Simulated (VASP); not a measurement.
Runs of VASP 6.6.1 on Sr2NbH4. The structure is that of space group I4/mmm (No. 139), or close to it. The cells are those of the table. 

| task | cell | k mesh | cutoff (eV) | gap on the mesh (eV) | pressure (GPa) | largest force (eV/Å) |
| --- | --- | --- | --- | --- | --- | --- |
| single point | a = 5.162 Å, angles 104.5, 104.5, 120.0°, 7 atoms | 4 × 4 × 4 | 520 | none | 1.3 | 0.89 |
| single point | a = 5.540 Å, angles 117.4, 117.4, 94.6°, 7 atoms | 4 × 4 × 4 | 520 | none | (a) | - |
| single point | a = 5.533 Å, angles 117.3, 117.3, 94.7°, 7 atoms | 10 × 10 × 10 | 520 | none | 0.0 | - |
| relaxation of cell and atoms | relaxed from a = 5.162 Å, angles 104.5, 104.5, 120.0°, 7 atoms | 4 × 4 × 4 | 600 | none | 0.0 | 0.02 |

Alike in all rows: level PBE; potentials or basis VASP PAW PBE potentials, release 64 (Sr_sv, Nb_sv, H); no spin polarisation; smearing gaussian 0.1 eV.

**Question.** Estimate the missing entries.

**Answer.** (a) -0.1.

Caveats: some runs use coarse meshes.

A k mesh can miss the band edges, and the runs leave out spin-orbit coupling on Nb, Sr.

A gap of «none» marks levels without a gap at the run's occupations.
